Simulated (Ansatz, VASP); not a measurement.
# One calculation of HfS2, two programs

INCAR

```
SYSTEM = HfS2
ALGO = Normal
EDIFF = 1E-6
ENCUT = 500
GGA = PE
GGA_COMPAT = .FALSE.
ISIF = 2
ISMEAR = 0
IVDW = 12
LASPH = .TRUE.
LCHARG = .TRUE.
LELF = .TRUE.
LREAL = .FALSE.
LVHAR = .TRUE.
LWAVE = .FALSE.
NBANDS = 18
NELM = 120
PREC = Accurate
SIGMA = 0.05
```

KPOINTS

```
k-points
0
G
  12 12 6
  0 0 0
```

Contents of POSCAR:

```
HfS2
1.0
    3.6058628441      0.0000000000      0.0000000000
   -1.8029314221      3.1227688256      0.0000000000
    0.0000000000      0.0000000000      5.5395722387
Hf S
1 2
Direct
    0.0000000000      0.0000000000      0.0000000000
    0.6666666667      0.3333333333      0.7476059866
    0.3333333333      0.6666666667      0.2523940134
```

Input for Ansatz:

```yaml
crystal:
  lattice:
    - [3.6058628441, 0.0, 0.0]
    - [-1.8029314221, 3.1227688256, 0.0]
    - [0.0, 0.0, 5.5395722387]
  atoms:
    - { symbol: Hf, position: [0.0, 0.0, 0.0] }
    - { symbol: S, position: [0.6666666667, 0.3333333333, 0.7476059866] }
    - { symbol: S, position: [0.3333333333, 0.6666666667, 0.2523940134] }
basis:
  ecutwfc: 420
kpoints:
  mp_grid: { grid: [12, 12, 6] }
hamiltonian:
  xc: pbe
  dispersion: d3bj
scf:
  occupations: { method: gaussian, width: 0.05 }
output:
  forces: true
  stress: true
  eigenvalues: true
```

Change from the starting cell: strain -0.0400 x Voigt [0, 0, 1, 0, 0, 0], atoms carried along.

Alike in both runs: task single point; functional PBE; dispersion D3(BJ); k mesh 12 × 12 × 6; occupations gaussian, width 0.05 eV; no spin polarisation.

```csv
,VASP,Ansatz
version,VASP 6.6.1,Ansatz 0.2.0
potentials or method,"VASP PAW PBE potentials, release 64 (Hf_pv, S), cutoff 500 eV","scalar-relativistic, plane waves, PAW"
valence electrons in the cell,22,38
```

```tsv
	VASP	Ansatz	Ansatz less VASP
gap on the k mesh at the Fermi level (eV)	0.81	0.79	-0.029
least direct gap on the mesh (eV)	1.65	1.62	-0.033
pressure (GPa)	3.5	4.1	+0.60
traceless stress, the component that is largest in VASP (GPa)	1.98	1.89	-0.090
rms of the force components (eV/Å)	0.276	0.307	+0.0308
```

Atom by atom the forces differ by 0.031 eV/Å (rms over components). VASP's potentials hold 22 valence electrons a cell and Ansatz's 38, so a difference there can come from the potentials and not from the codes.

Spin-orbit coupling is off throughout.
